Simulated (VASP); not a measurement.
# Cu (Fm-3m) in VASP: a series of runs, part 2 of 2

VASP 6.6.1. Earlier steps stand in the parts before.

### 4 Single point, PBE

Contents of INCAR:

```
SYSTEM = Cu
PREC = Accurate
ENCUT = 600
EDIFF = 1E-6
ISMEAR = 0
SIGMA = 0.023
LREAL = .False.
LASPH = .True.
NELM = 120
ALGO = Normal
ISIF = 2
LWAVE = .False.
LCHARG = .False.
GGA = PE
NBANDS = 12
GGA_COMPAT = .False.
```

Contents of KPOINTS:

```
Automatic mesh
0
Gamma
  13 13 13
  0 0 0
```

Contents of POSCAR:

```
Cu
1.0
    0.0000000000      1.8075000000      1.8075000000
    1.8075000000      0.0000000000      1.8075000000
    1.8075000000      1.8075000000      0.0000000000
Cu
1
Direct
    0.0000000000      0.0000000000      0.0000000000
```

Potentials or basis: VASP PAW PBE potentials, release 64 (Cu).

On the command line:

```
$ cat potpaw_PBE.64/Cu/POTCAR > POTCAR
$ mpirun -np 1 vasp_std > vasp.out
```

OUTCAR:

```text
SYSTEM = Cu
   PREC = Accurate
   ENCUT = 600
   EDIFF = 1E-6
   ISMEAR = 0
   LREAL = .False.
   LASPH = .True.
   NELM = 120
   ISIF = 2
   GGA = PE

 ion  position               nearest neighbor table
   1  0.000  0.000  0.000-

  LATTYP: Found a face centered cubic cell.
 ALAT       =     3.6150000000

  Lattice vectors:

 A1 = (   0.0000000000,   1.8075000000,   1.8075000000)
 A2 = (   1.8075000000,   0.0000000000,   1.8075000000)
 A3 = (   1.8075000000,   1.8075000000,   0.0000000000)

Analysis of symmetry for initial positions (statically):
=====================================================================
 Subroutine PRICEL returns:
 Original cell was already a primitive cell.

 Routine SETGRP: Setting up the symmetry group for a
 face centered cubic supercell.

 Subroutine GETGRP returns: Found 48 space group operations
[... 9 lines left out ...]

 Routine SETGRP: Setting up the symmetry group for a
 face centered cubic supercell.

 Subroutine GETGRP returns: Found 48 space group operations
[... 11 lines left out ...]
                                     Primitive cell

  volume of cell :      11.8104

  direct lattice vectors                    reciprocal lattice vectors
     0.000000000  1.807500000  1.807500000    -0.276625173  0.276625173  0.276625173
     1.807500000  0.000000000  1.807500000     0.276625173 -0.276625173  0.276625173
     1.807500000  1.807500000  0.000000000     0.276625173  0.276625173 -0.276625173

  length of vectors
     2.556191014  2.556191014  2.556191014     0.479128854  0.479128854  0.479128854

  position of ions in fractional coordinates (direct lattice)
     0.000000000  0.000000000  0.000000000

  ion indices of the primitive-cell ions
   primitive index   ion index
                 1           1

----------------------------------------------------------------------------------------

 KPOINTS: Automatic mesh

Automatic generation of k-mesh.
 Grid dimensions read from file:
 generate k-points for:   13   13   13

 Generating k-lattice:

  Cartesian coordinates                     Fractional coordinates (reciprocal lattice)
    -0.021278859  0.021278859  0.021278859     0.076923077  0.000000000  0.000000000
     0.021278859 -0.021278859  0.021278859     0.000000000  0.076923077  0.000000000
     0.021278859  0.021278859 -0.021278859     0.000000000  0.000000000  0.076923077

  Length of vectors
     0.036856066  0.036856066  0.036856066

  Shift w.r.t. Gamma in fractional coordinates (k-lattice)
     0.000000000  0.000000000  0.000000000

 Subroutine IBZKPT returns following result:
 ===========================================

 Found     84 irreducible k-points:

 Following reciprocal coordinates:
            Coordinates               Weight
  0.000000  0.000000  0.000000      1.000000
  0.076923  0.000000  0.000000      8.000000
  0.153846  0.000000  0.000000      8.000000
  0.230769  0.000000  0.000000      8.000000
  0.307692  0.000000  0.000000      8.000000
  0.384615  0.000000  0.000000      8.000000
[... 16 lines left out ...]
  0.384615  0.153846  0.000000     24.000000
  0.461538  0.153846  0.000000     24.000000
 [... further k-points ...]
   k-points           NKPTS =     84   k-points in BZ     NKDIM =     84   number of bands    NBANDS=     12
   number of dos      NEDOS =    301   number of ions     NIONS =      1
   total plane-waves  NPLWV =   8000
   dimension x,y,z NGX =    20 NGY =   20 NGZ =   20
   dimension x,y,z NGXF=    40 NGYF=   40 NGZF=   40
   ions per type =               1
   NGX,Y,Z   is equivalent  to a cutoff of  13.01, 13.01, 13.01 a.u.
   NGXF,Y,Z  is equivalent  to a cutoff of  26.01, 26.01, 26.01 a.u.
 SYSTEM =  Cu
   PREC   = accura    normal or accurate (medium, high low for compatibility)
   ISTART =      0    job   : 0-new  1-cont  2-samecut
   ICHARG =      2    charge: 1-file 2-atom 10-const
   ISPIN  =      1    spin polarized calculation?
   LNONCOLLINEAR =      F non collinear calculations
   LSORBIT =      F    spin-orbit coupling
   LASPH  =      T    aspherical Exc in radial PAW
   ENCUT  =  600.0 eV  44.10 Ry    6.64 a.u.   5.11  5.11  5.11*2*pi/ulx,y,z
   NELM   =    120;   NELMIN=  2; NELMDL= -5     # of ELM steps
   EDIFF  = 0.1E-05   stopping-criterion for ELM
   LREAL  =      F    real-space projection
   EDIFFG = 0.1E-04   stopping-criterion for IOM
   NSW    =      0    number of steps for IOM
   IBRION =     -1    ionic relax: 0-MD 1-quasi-New 2-CG
   NFREE  =      0    steps in history (QN), initial steepest desc. (CG)
   ISIF   =      2    stress and relaxation
   ISYM   =      2    0-nonsym 1-usesym 2-fastsym
   POTIM  = 0.5000    time-step for ionic-motion
   TEBEG  =    0.0;   TEEND  =   0.0 temperature during run
   PSTRESS=    0.0 pullay stress
   NELECT =      11.0000    total number of electrons
   NUPDOWN=      -1.0000    fix difference up-down
   EMIN   =  10.00;   EMAX   =-10.00  energy-range for DOS
   EFERMI =   0.00;   METHOD = LEGACY
   ISMEAR =     0;   SIGMA  =   0.02  broadening in eV -4-tet -1-fermi 0-gaus
   EFERMI_NEDOS =   21; number of points for ismear=-14 and -15
   IALGO  =     38    algorithm
   IMIX   =      4    mixing-type and parameters
     AMIX     =   0.40;   BMIX     =  1.00
     AMIX_MAG =   1.60;   BMIX_MAG =  1.00
  volume/ion in A,a.u.               =      11.81        79.70
  Fermi-wavevector in a.u.,A,eV,Ry     =   1.598763  3.021224 34.777078  2.556043
  Thomas-Fermi vector in A             =   2.696162
   LORBIT       =      0    0 simple, 1 ext, 2 COOP (PROOUT), +10 PAW based schemes
   GGA     = PE    functional components
   LHFCALC =     F    Hartree Fock is set to
   AEXX    =    0.0000 exact exchange contribution
   IVDW    =     0    specifies the selected vdW correction
   LEPSILON=     F    determine dielectric tensor
   LRPA    =     F    only Hartree local field effects (RPA)
 non-spin polarized calculation
 Gauss-broadening in eV      SIGMA  =   0.02
  energy-cutoff  :      600.00
  volume of cell :       11.81
 maximum number of plane-waves:       411
   NGX = 11   NGY = 11   NGZ = 11

 number of electron      11.0000001 magnetization

 Free energy of the ion-electron system (eV)
  ---------------------------------------------------
  ext. energy  EPLUGINS =         0.00000000
  ---------------------------------------------------
  free energy    TOTEN  =        -3.72695248 eV

  energy without entropy =       -3.72676438  energy(sigma->0) =       -3.72685843

 E-fermi :   7.7916     XC(G=0): -12.7264

 val. band max:        7.7775063288   @ k =   0.4615   0.3077   0.0000
 cond. band min:       7.8069639797   @ k =  -0.3846   0.1538   0.0000
 fundamental gap:      0.0294576509
 Fermi energy:         7.7915951894

 k-point     1 :       0.0000    0.0000    0.0000
  band No.  band energies     occupation
      1      -1.7660      2.00000
      2       4.5522      2.00000
      3       4.5522      2.00000
      4       4.5522      2.00000
      5       5.3736      2.00000
      6       5.3736      2.00000
      7      30.1795      0.00000
      8      32.8235      0.00000
      9      32.8235      0.00000
     10      32.8235      0.00000
     11      35.3138      0.00000
     12      35.3138      0.00000

 k-point     2 :       0.0769    0.0000    0.0000
  band No.  band energies     occupation
      1      -1.5508      2.00000
      2       4.5074      2.00000
      3       4.5920      2.00000
      4       4.5920      2.00000
      5       5.3584      2.00000
      6       5.3584      2.00000
      7      28.7438      0.00000
      8      31.1143      0.00000
      9      32.2075      0.00000
     10      32.2075      0.00000
     11      36.2297      0.00000
     12      36.2297      0.00000

 k-point     3 :       0.1538    0.0000    0.0000
  band No.  band energies     occupation
      1      -0.9198      2.00000
      2       4.3978      2.00000
      3       4.6780      2.00000
      4       4.6780      2.00000
      5       5.3442      2.00000
      6       5.3442      2.00000
      7      24.8947      0.00000
      8      30.6750      0.00000
      9      31.2885      0.00000
     10      31.2885      0.00000
     11      37.1667      0.00000
     12      37.6552      0.00000
[... 286 lines left out ...]
 k-point    23 :       0.3846    0.1538    0.0000
  band No.  band energies     occupation
      1       2.1471      2.00000
      2       4.0330      2.00000
      3       4.5014      2.00000
      4       4.9024      2.00000
      5       5.8658      2.00000
      6       6.1583      2.00000
      7      16.7600      0.00000
      8      25.5965      0.00000
      9      25.8406      0.00000
     10      28.1541      0.00000
     11      37.0281      0.00000
     12      38.4943      0.00000

 k-point    24 :       0.4615    0.1538    0.0000
  band No.  band energies     occupation
      1       2.7606      2.00000
      2       4.1975      2.00000
      3       4.5637      2.00000
      4       4.8273      2.00000
      5       5.9581      2.00000
      6       7.2496      2.00000
      7      13.6616      0.00000
      8      24.4474      0.00000
      9      25.7801      0.00000
     10      27.9921      0.00000
     11      37.7277      0.00000
     12      37.8348      0.00000

 [... further k-points ...]
[... 5 lines left out ...]
  --------------------------------------------------------------------------------------
  -------------------------------------------------------------------------------------
  Total        0.1669373      0.1669373      0.1669373     -0.0000000     -0.0000000      0.0000000
  in kB       22.6463894     22.6463894     22.6463894     -0.0000000     -0.0000000      0.0000000
  external PRESSURE =      22.6463894 kB  Pullay stress =       0.0000000 kB

 VOLUME and BASIS-vectors are now :
 -----------------------------------------------------------------------------
  energy-cutoff  :      600.00
  volume of cell :       11.81
      direct lattice vectors                 reciprocal lattice vectors
     0.000000000  1.807500000  1.807500000    -0.276625173  0.276625173  0.276625173
     1.807500000  0.000000000  1.807500000     0.276625173 -0.276625173  0.276625173
     1.807500000  1.807500000  0.000000000     0.276625173  0.276625173 -0.276625173

 POSITION                                       TOTAL-FORCE (eV/Angst)
 -----------------------------------------------------------------------------------
      0.00000      0.00000      0.00000         0.000000      0.000000     -0.000000
 -----------------------------------------------------------------------------------
    total drift:                               -0.000000     -0.000000     -0.000000

  FREE ENERGIE OF THE ION-ELECTRON SYSTEM (eV)
  ---------------------------------------------------
  free  energy   TOTEN  =        -3.7269524816 eV

  energy  without entropy=       -3.7267643750  energy(sigma->0) =       -3.72685843
```

OSZICAR:

```text
N       E                     dE             d eps       ncg     rms          rms(c)
DAV:   1     0.431505373798E+02    0.43151E+02   -0.58823E+03  2288   0.171E+03
DAV:   2    -0.324621904793E+01   -0.46397E+02   -0.42855E+02  2076   0.211E+02
DAV:   3    -0.462444670013E+01   -0.13782E+01   -0.13699E+01  2424   0.417E+01
DAV:   4    -0.463291831479E+01   -0.84716E-02   -0.84708E-02  2296   0.288E+00
DAV:   5    -0.463299312635E+01   -0.74812E-04   -0.74811E-04  2428   0.278E-01    0.770E+00
DAV:   6    -0.410794841242E+01    0.52504E+00   -0.14605E+01  2396   0.733E+01    0.392E+00
DAV:   7    -0.373945577009E+01    0.36849E+00   -0.22934E+00  2432   0.290E+01    0.576E-01
DAV:   8    -0.372863396150E+01    0.10822E-01   -0.45255E-03  2352   0.106E+00    0.309E-01
DAV:   9    -0.372695237632E+01    0.16816E-02   -0.10390E-02  2504   0.180E+00    0.297E-02
DAV:  10    -0.372695378975E+01   -0.14134E-05   -0.37217E-05  2968   0.100E-01    0.875E-03
DAV:  11    -0.372695241054E+01    0.13792E-05   -0.12326E-06  1760   0.213E-02    0.225E-04
DAV:  12    -0.372695248161E+01   -0.71069E-07   -0.68807E-08  1232   0.306E-03
   1 F= -.37269525E+01 E0= -.37268584E+01  d E =-.188107E-03
```

Wall time 21 s (1 thread of AMD EPYC 7R13, shared host); peak memory 0.1 GiB.

Results:

```
Free energy : -3.7270 eV
Pressure    : 2.3 GPa
```

Levels at points of the mesh, in eV from the Fermi level:
```
           k point  band 3  band 4  band 5  band 6  band 7  band 8  band 9  band 10
(0.00, 0.00, 0.00)   -3.24   -3.24   -2.42   -2.42   22.39   25.03   25.03    25.03
```

### 5 Relaxation of cell and atoms, RPBE+D3(BJ)

Contents of INCAR:

```
PREC = Accurate
ENCUT = 600
EDIFF = 1E-7
ISMEAR = -1
SIGMA = 0.05
LREAL = F
LASPH = T
NELM = 120
ALGO = Normal
ISIF = 3
LWAVE = F
LCHARG = F
GGA = RP
IVDW = 12
IBRION = 2
NSW = 60
EDIFFG = -0.01
GGA_COMPAT = F
NELMIN = 4
```

Contents of KPOINTS:

```
regular mesh
0
Gamma
  13 13 13
```

POSCAR is that of step 4.

On the command line:

```
$ cat potpaw_PBE.64/Cu/POTCAR > POTCAR
$ mpirun -np 1 vasp_std > vasp.out
```

It took 91 s on 1 thread of AMD EPYC 7R13, shared host; peak memory 0.12 GiB.

The run converged. Its results:

```
Free energy                            : -6.3663 eV
Relaxed volume                         : 9.76 Å³/atom
Relaxed cell                           : a = 2.399 Å, b = 2.399 Å, c = 2.399 Å, α = 60.00°, β = 60.00°, γ = 60.00°
Space group after relaxing (to 0.05 Å) : Fm-3m (No. 225)
Energy gained by relaxing              : 243.6 meV/atom
Ionic steps                            : 7
Pressure after relaxing                : 0.0 GPa
Dispersion energy per atom             : -3.466 eV
```

Step by step:
```csv
step,energy change (eV),largest force (eV/Å),pressure (GPa),volume (Å³)
1,0.0000,0.0000,-31.95,11.81
2,0.0284,0.0000,66.60,8.23
3,-0.2433,0.0000,-1.51,9.82
4,-0.2436,0.0000,-0.37,9.78
5,-0.2435,0.0000,0.65,9.74
6,-0.2435,0.0000,-0.68,9.79
7,-0.2436,0.0000,0.05,9.76
```

Final structure:
```
Cu
1.0
     0.00000    1.69643    1.69643
     1.69643    0.00000    1.69643
     1.69643    1.69643    0.00000
Cu
1
Cartesian
  0.0000 0.0000 0.0000
```

Levels at points of the mesh, in eV from the Fermi level:
| k point | band 4 | band 5 | band 6 | band 7 | band 8 | band 9 |
| --- | --- | --- | --- | --- | --- | --- |
| (0.00, 0.00, 0.00) | -3.91 | -2.81 | -2.81 | 23.81 | 28.07 | 28.07 |

Caveat: the volume moved by over 15 % at a fixed basis, so the end points are rough; the PAW data sets were made with another functional, which shifts forces and pressure a little; the volume moved by -17 % from the deposited cell, more than functionals usually miss; pairwise dispersion overbinds metals, which lowers pressure and volume.

### 6 Single point, PBE+D3(BJ)

This run uses another cell than the first one, of 11.10 Å³/atom, 0.940 times its volume.

Contents of INCAR:

```
SYSTEM = Cu
  ALGO = Normal
  EDIFF = 1E-6
  ENCUT = 600
  GGA = PE
  GGA_COMPAT = .False.
  ISIF = 2
  ISMEAR = -1
  IVDW = 12
  LASPH = .True.
  LCHARG = .True.
  LELF = .True.
  LREAL = .False.
  LVHAR = .True.
  LWAVE = .False.
  NBANDS = 12
  NELM = 120
  PREC = Accurate
  SIGMA = 0.05
```

Contents of KPOINTS:

```
k-points
0
Gamma
  13 13 13
  0 0 0
```

Contents of POSCAR:

```
Cu
1.0
    0.0000000000      1.7706018915      1.7706018915
    1.7706018915      0.0000000000      1.7706018915
    1.7706018915      1.7706018915      0.0000000000
Cu
1
Direct
    0.0000000000      0.0000000000      0.0000000000
```

Potentials or basis: VASP PAW PBE potentials, release 64 (Cu).

On the command line:

```
$ cat potpaw_PBE.64/Cu/POTCAR > POTCAR
$ mpirun -np 1 vasp_std > vasp.out
```

Wall time 7.3 s (1 thread of AMD EPYC 9R45 (Zen 5), shared host); peak memory 0.11 GiB.

It converged, with:

```yaml
Free_energy: -4.3177 eV
Pressure: 3.8 GPa
Dispersion_energy_per_atom: -0.622 eV
```

Levels at points of the mesh, in eV from the Fermi level:
```tsv
k point	band 2	band 3	band 4	band 5	band 6	band 7	band 8	band 9	band 10	band 11
(0.00, 0.00, 0.00)	-3.42	-3.42	-3.42	-2.52	-2.52	22.89	26.03	26.03	26.03	28.58
```

Caveat: pairwise dispersion overbinds metals, which lowers pressure and volume.

### 7 The runs side by side

| task | level | cell | smearing | gap on the mesh (eV) | pressure (GPa) |
| --- | --- | --- | --- | --- | --- |
| single point | PBE | a = 2.556 Å, angles 60.0°, 1 atom | gaussian 0.014 eV | none | 2.3 |
| single point | PBE | a = 2.556 Å, angles 60.0°, 1 atom | gaussian 0.02 eV | none | 2.3 |
| single point | PBE | a = 2.556 Å, angles 60.0°, 1 atom | gaussian 0.023 eV | none | 2.3 |
| relaxation of cell and atoms | RPBE+D3(BJ) | relaxed from a = 2.556 Å, angles 60.0°, 1 atom | fermi-dirac 0.05 eV | none | 0.0 |
| single point | PBE+D3(BJ) | a = 2.504 Å, angles 60.0°, 1 atom | fermi-dirac 0.05 eV | none | 3.8 |

Alike in all rows: potentials or basis VASP PAW PBE potentials, release 64 (Cu); no spin polarisation; k mesh 13 × 13 × 13; cutoff (eV) 600.

Every run on the cell as given and a fine mesh finds a metal.

Caveats: pairwise dispersion overbinds metals, which lowers pressure and volume (some runs); the volume moved by over 15 % at a fixed basis, so the end points are rough (some runs); the PAW data sets were made with another functional, which shifts forces and pressure a little (some runs); the volume moved by -17 % from the deposited cell, more than functionals usually miss (some runs).

Total energies depend on the potentials used, so only differences within one code and one set of settings carry meaning.
